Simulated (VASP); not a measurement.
# Al12H in VASP: a series of runs, part 2 of 2

VASP 6.6.1. The steps go on from the part before.

## Step 4: Single point, PBE+D3(BJ)

File INCAR:

```
SYSTEM = Al12H
PREC     = Accurate       ! precision mode
ENCUT    = 520            ! plane-wave cutoff, eV
EDIFF    = 1E-6           ! SCF threshold, eV
ISMEAR   = 0              ! smearing method
SIGMA    = 0.1            ! smearing width, eV
LREAL    = .False.        ! projectors in reciprocal space
LASPH    = .True.         ! aspherical terms in the spheres
NELM     = 80             ! most SCF steps
ALGO     = Normal         ! electronic algorithm
ISIF     = 2              ! what is computed and relaxed
LWAVE    = .False.        ! write WAVECAR
LCHARG   = .True.         ! write CHGCAR
LDIPOL   = .True.       
IDIPOL   = 3            
DIPOL    = 0.5 0.5 0.310
GGA      = PE             ! functional
IVDW     = 12             ! dispersion correction
LELF     = .True.         ! ELF
LVHAR    = .True.       
LVACPOTAV= .True.       
NBANDS   = 30             ! bands
```

File KPOINTS:

```
Automatic mesh
0
Gamma
  6 6 1
  0 0 0
```

File POSCAR:

```
Al12H
1.0
    5.6314608525      0.0000000000      0.0000000000
   -2.8157304263      4.8769881587      0.0000000000
    0.0000000000      0.0000000000     21.5684292007
Al H
12 1
Direct
    0.3333333333      0.1666666667      0.1854562501
    0.3333333333      0.6666666667      0.1854562501
    0.8333333333      0.1666666667      0.1854562501
    0.8333333333      0.6666666667      0.1854562501
    0.1666666667      0.3333333333      0.2913950739
    0.1666666667      0.8333333333      0.2913950739
    0.6666666667      0.3333333333      0.2913950739
    0.6666666667      0.8333333333      0.2913950739
    0.0000000000      0.0000000000      0.3972671872
    0.0000000000      0.5000000000      0.3972671872
    0.5000000000      0.0000000000      0.3972671872
    0.5000000000      0.5000000000      0.3972671872
    0.3333333333      0.1666666667      0.5363593748
```

Potentials or basis: VASP PAW PBE potentials, release 64 (Al, H).

Run with:

```bash
$ cat potpaw_PBE.64/Al/POTCAR potpaw_PBE.64/H/POTCAR > POTCAR
$ mpirun -np 1 vasp_std > vasp.out
```

OUTCAR:

```text
SYSTEM = Al12H
   PREC = Accurate
   ENCUT = 520
   EDIFF = 1E-6
   ISMEAR = 0
   LREAL = .False.
   LASPH = .True.
   NELM = 80
   ISIF = 2
   GGA = PE
   IVDW = 12
 IVDW          = 12

 ion  position               nearest neighbor table
   1  0.333  0.167  0.185-   5 2.80   7 2.80   6 2.80   4 2.82   4 2.82   3 2.82   3 2.82   2 2.82
                             2 2.82
   2  0.333  0.667  0.185-   6 2.80   8 2.80   5 2.80   3 2.82   3 2.82   4 2.82   4 2.82   1 2.82
                             1 2.82
   3  0.833  0.167  0.185-   7 2.80   5 2.80   8 2.80   2 2.82   2 2.82   1 2.82   1 2.82   4 2.82
                             4 2.82
   4  0.833  0.667  0.185-   8 2.80   6 2.80   7 2.80   1 2.82   1 2.82   2 2.82   2 2.82   3 2.82
                             3 2.82
   5  0.167  0.333  0.291-  12 2.80   9 2.80  10 2.80   1 2.80   3 2.80   2 2.80   8 2.82   8 2.82
                             7 2.82   7 2.82   6 2.82   6 2.82
   6  0.167  0.833  0.291-  11 2.80  10 2.80   9 2.80   2 2.80   4 2.80   1 2.80   7 2.82   7 2.82
                             8 2.82   8 2.82   5 2.82   5 2.82
   7  0.667  0.333  0.291-  10 2.80  11 2.80  12 2.80   3 2.80   1 2.80   4 2.80   6 2.82   6 2.82
                             5 2.82   5 2.82   8 2.82   8 2.82
   8  0.667  0.833  0.291-   9 2.80  12 2.80  11 2.80   4 2.80   2 2.80   3 2.80   5 2.82   5 2.82
                             6 2.82   6 2.82   7 2.82   7 2.82
   9  0.000  0.000  0.397-   8 2.80   5 2.80   6 2.80  12 2.82  12 2.82  11 2.82  11 2.82  10 2.82
                            10 2.82
  10  0.000  0.500  0.397-   7 2.80   6 2.80   5 2.80  11 2.82  11 2.82  12 2.82  12 2.82   9 2.82
                             9 2.82
  11  0.500  0.000  0.397-   6 2.80   7 2.80   8 2.80  10 2.82  10 2.82   9 2.82   9 2.82  12 2.82
                            12 2.82
  12  0.500  0.500  0.397-   5 2.80   8 2.80   7 2.80   9 2.82   9 2.82  10 2.82  10 2.82  11 2.82
                            11 2.82
  13  0.333  0.167  0.536-

  LATTYP: Found a hexagonal cell.
 ALAT       =     5.6314608525
 C/A-ratio  =     3.8299883042

  Lattice vectors:

 A1 = (   5.6314608525,   0.0000000000,   0.0000000000)
 A2 = (  -2.8157304263,   4.8769881587,   0.0000000000)
 A3 = (   0.0000000000,   0.0000000000,  21.5684292007)

Analysis of symmetry for initial positions (statically):
[... 176 lines left out ...]
  ext. energy  EPLUGINS =         0.00000000
  ---------------------------------------------------
  free energy    TOTEN  =       -43.07006594 eV

  energy without entropy =      -43.02796048  energy(sigma->0) =      -43.04901321

 E-fermi :  -0.5377     XC(G=0):  -4.3999

 val. band max:       -0.5549807906   @ k =   0.5000  -0.0000   0.0000
 cond. band min:      -0.5016422737   @ k =   0.3333  -0.0000   0.0000
 fundamental gap:      0.0533385169
 Fermi energy:        -0.5377224138

 k-point     1 :       0.0000    0.0000    0.0000
  band No.  band energies     occupation
      1     -11.3904      2.00000
      2      -9.6303      2.00000
      3      -6.8548      2.00000
      4      -5.3801      2.00000
      5      -5.3752      2.00000
      6      -5.3752      2.00000
[... 220 lines left out ...]
     29       2.9566      0.00000
     30       2.9574      0.00000

------------------------ aborting loop because EDIFF is reached ----------------------------------------

 Edisp (eV)   -2.90860

 E8    (eV) :    -1.3517

  FORCE on cell =-STRESS in cart. coord.  units (eV):
  Direction    XX          YY          ZZ          XY          YZ          ZX
  --------------------------------------------------------------------------------------
  -------------------------------------------------------------------------------------
  Total      -3.02106    -3.02106    -1.03758     0.00000    -0.00000    -0.00000
  in kB      -8.17107    -8.17107    -2.80634     0.00000    -0.00000    -0.00000
  external pressure =       -6.38 kB  Pullay stress =        0.00 kB

 VOLUME and BASIS-vectors are now :
 -----------------------------------------------------------------------------
  energy-cutoff  :      520.00
  volume of cell :      592.37
      direct lattice vectors                 reciprocal lattice vectors
     5.631460853  0.000000000  0.000000000     0.177573817  0.102522291  0.000000000
    -2.815730426  4.876988159  0.000000000     0.000000000  0.205044582  0.000000000
     0.000000000  0.000000000 21.568429201     0.000000000  0.000000000  0.046364063

 POSITION                                       TOTAL-FORCE (eV/Angst)
 -----------------------------------------------------------------------------------
      1.40787      0.81283      4.00000        -0.000000      0.000000     -0.014528
     -0.00000      3.25133      4.00000        -0.029872     -0.017246     -0.109428
      4.22360      0.81283      4.00000        -0.000000      0.034493     -0.109428
      2.81573      3.25133      4.00000         0.029872     -0.017246     -0.109428
      0.00000      1.62566      6.28493        -0.008744      0.005049      0.008750
     -1.40787      4.06416      6.28493         0.000000     -0.010097      0.008750
      2.81573      1.62566      6.28493         0.008744      0.005049      0.008750
      1.40787      4.06416      6.28493        -0.000000      0.000000     -0.085532
      0.00000      0.00000      8.56843         0.024127      0.013930      0.401160
     -1.40787      2.43849      8.56843        -0.000000      0.000000      0.103688
      2.81573      0.00000      8.56843        -0.024127      0.013930      0.401160
      1.40787      2.43849      8.56843         0.000000     -0.027859      0.401160
      1.40787      0.81283     11.56843        -0.000000      0.000000     -0.905071
 -----------------------------------------------------------------------------------
    total drift:                                0.000000     -0.000000     -0.000181

  FREE ENERGIE OF THE ION-ELECTRON SYSTEM (eV)
  ---------------------------------------------------
  free  energy   TOTEN  =       -45.9786687947 eV

  energy  without entropy=      -45.9365633317  energy(sigma->0) =      -45.95761606

 vacuum level on the upper side and lower side of the slab         5.493         3.416
```

Run time: 6.3 min. Hardware: 1 thread of AMD EPYC 7R13 (Zen 3), shared host; peak memory 0.6 GiB.

What came out:

- Free energy: -45.9787 eV
- Largest force: 0.905 eV/Å
- Band gap on the k mesh: zero (an odd number of electrons rules out a gap without spin polarisation)
- Dispersion energy per atom: -0.224 eV

Forces in eV/Å, atoms in the order of the input:
```
Al   0.000  0.000 -0.015
Al  -0.030 -0.017 -0.109
Al   0.000  0.034 -0.109
Al   0.030 -0.017 -0.109
Al  -0.009  0.005  0.009
Al   0.000 -0.010  0.009
Al   0.009  0.005  0.009
Al   0.000  0.000 -0.086
Al   0.024  0.014  0.401
Al   0.000  0.000  0.104
Al  -0.024  0.014  0.401
Al   0.000 -0.028  0.401
H    0.000  0.000 -0.905
```

## Step 5: Summary

| cell | gap on the mesh (eV) | largest force (eV/Å) |
| --- | --- | --- |
| as given, atomic positions A | none | 1.18 |
| as given, atomic positions B | none | 0.89 |
| as given, atomic positions C | none | 0.91 |

Alike in all rows: task single point; level PBE+D3(BJ); potentials or basis VASP PAW PBE potentials, release 64 (Al, H); no spin polarisation; k mesh 6 × 6 × 1; cutoff (eV) 520; smearing gaussian 0.1 eV.

Total energies depend on the potentials used, so only differences within one code and one set of settings carry meaning.

The gap in the log of VASP goes by the Fermi energy; the results here count the filled bands.